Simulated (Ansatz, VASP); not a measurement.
**Two plane-wave programs on MgO**

File INCAR:

```
ALGO = Normal
EDIFF = 1E-6
ENCUT = 520
GGA = PE
ISIF = 2
ISMEAR = -1
LASPH = T
LCHARG = F
LREAL = F
LWAVE = F
NBANDS = 11
NELM = 100
PREC = Accurate
SIGMA = 0.001
```

Contents of KPOINTS:

```
k-points
0
Gamma
  8 8 8
```

The input POSCAR:

```
MgO
1.0
    0.0000000000      2.1021680256      2.1021680256
    2.1021680256      0.0000000000      2.1021680256
    2.1021680256      2.1021680256      0.0000000000
Mg O
1 1
Direct
    0.0000000000      0.0000000000      0.0000000000
    0.5000000000      0.5000000000      0.5000000000
```

Input for Ansatz:

```yaml
crystal:
  lattice:
    - [0.0, 2.1021680256, 2.1021680256]
    - [2.1021680256, 0.0, 2.1021680256]
    - [2.1021680256, 2.1021680256, 0.0]
  atoms:
    - { symbol: Mg, position: [0.0, 0.0, 0.0] }
    - { symbol: O, position: [0.5, 0.5, 0.5] }
kpoints:
  mp_grid: { grid: [8, 8, 8] }
hamiltonian:
  xc: pbe
scf:
  occupations: { method: fermi_dirac, width: 0.001 }
  n_extra_bands: 4
output:
  forces: true
  stress: true
  eigenvalues: true
```

Alike in both runs: task single point; functional PBE; k mesh 8 × 8 × 8; occupations fermi-dirac, width 0.001 eV; no spin polarisation.

```csv
,VASP,Ansatz
version,VASP 6.6.1,Ansatz 0.2.0
potentials or method,"VASP PAW PBE potentials, release 64 (Mg, O)",plane waves
plane-wave cutoff (eV),520,420
valence electrons in the cell,8,16
```

Ansatz gave:

```
gap on the k mesh at the Fermi level (eV) : 4.80
pressure (GPa)                            : 5.6
```

What did VASP give for the same quantities?

gap on the k mesh at the Fermi level (eV): 4.78; pressure (GPa): 4.9.

The functional is the same, so the differences come from potentials, cutoffs and numerics. VASP's potentials hold 8 valence electrons a cell and Ansatz's 16, so a difference there can come from the potentials and not from the codes.
